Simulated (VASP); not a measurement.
**H5CF: single point with PBE+D3(BJ)**

System: H5CF.

```xyz
28
Lattice="7.9602 0.0000 0.0000 0.0000 7.9602 0.0000 0.0000 0.0000 7.9602" Properties=species:S:1:pos:R:3 pbc="T T T"
F     8.3802   -0.3700    0.8991
F     3.8764    5.0696    5.8555
F     6.6121    6.8528    5.4032
F     1.6098    5.6467    4.6025
H     9.2806   -0.1507    0.8900
H     4.8408    5.2236    5.8925
H     7.1715    6.4181    4.8258
H     2.5059    5.9141    4.8420
H     1.1872    4.0345    7.2807
H     1.8745    2.1405    7.4560
H     2.1984    3.3523    6.0310
H     0.4306    2.8267    6.0129
H     3.7662    1.2153    2.0135
H     4.6747    1.9799    3.6241
H     3.5321    2.8488    2.0610
H     5.2306    2.0665    2.0310
H     6.0151   -0.2551    7.0226
H     5.0248    1.1517    7.7758
H     4.1913   -0.0902    6.5907
H     5.2987    1.0869    5.8351
H     4.5712    5.9631    0.2886
H     5.5188    5.4873    1.8576
H     4.7664    4.3051    0.9726
H     3.7284    5.2858    1.7067
C     1.4024    2.9570    6.7220
C     4.2782    1.9937    2.5429
C     5.1696    0.4652    6.8764
C     4.6703    5.3396    1.1700
```

* Program: VASP 6.6.1
* Task: single point
* Functional: PBE
* Dispersion: D3(BJ)
* Potentials or basis: VASP PAW PBE potentials, release 64 (F, H, C)
* Cutoff: 520 eV
* k mesh: 1 × 1 × 1
* Occupations: fermi-dirac, width 0.05 eV
* Spin: no spin polarisation
* Dipole correction: no
* Further INCAR settings: LREAL = Auto; ALGO = Normal; EDIFF = 1e-06; NBANDS = 52

```
Pressure                   : -2.2 GPa
Largest force              : 3.180 eV/Å
Dispersion energy per atom : -0.018 eV
```

Forces on the atoms (eV/Å):
```
F   -0.663 -0.171  0.026
F    1.695  0.322 -0.035
F   -0.875  0.110  0.468
F    0.683  0.486  0.063
H    0.650  0.145 -0.013
H   -1.528 -0.056 -0.063
H    1.354 -0.789 -1.100
H   -0.862 -0.536 -0.083
H    0.303 -2.765 -0.676
H   -1.577  1.538 -1.678
H   -0.377 -0.852  0.380
H    2.115 -0.563  1.962
H   -0.136 -1.703  0.788
H   -1.852 -0.125 -1.215
H    2.079 -1.162  2.107
H    0.362  0.337 -0.704
H   -0.845  0.919  0.086
H    0.080 -0.773 -1.193
H    1.285  0.560  0.940
H    0.213 -1.106  2.590
H    0.367  0.180 -0.030
H   -0.237  0.812 -0.234
H    0.344 -1.328 -1.187
H   -0.387  0.695  0.485
C   -0.494  2.558  0.052
C   -0.522  2.543 -0.853
C   -1.142  0.944 -1.831
C   -0.032 -0.219  0.947
```

Stress tensor (GPa, compression positive):
```
-2.70  0.58 -2.63
 0.58 -1.28  1.33
-2.63  1.33 -2.56
```

Levels at points of the mesh, in eV from the Fermi level:
| k point | band 29 | band 30 | band 31 | band 32 | band 33 | band 34 | band 35 | band 36 |
| --- | --- | --- | --- | --- | --- | --- | --- | --- |
| (0.00, 0.00, 0.00) | -1.61 | -1.35 | -1.24 | -1.21 | 4.69 | 6.04 | 6.94 | 7.13 |

Run time: 98 s on 1 thread of Intel Xeon 8259CL (shared host), peak memory 0.45 GiB.

Caveat: the k points lie up to 0.79 Å⁻¹ apart.
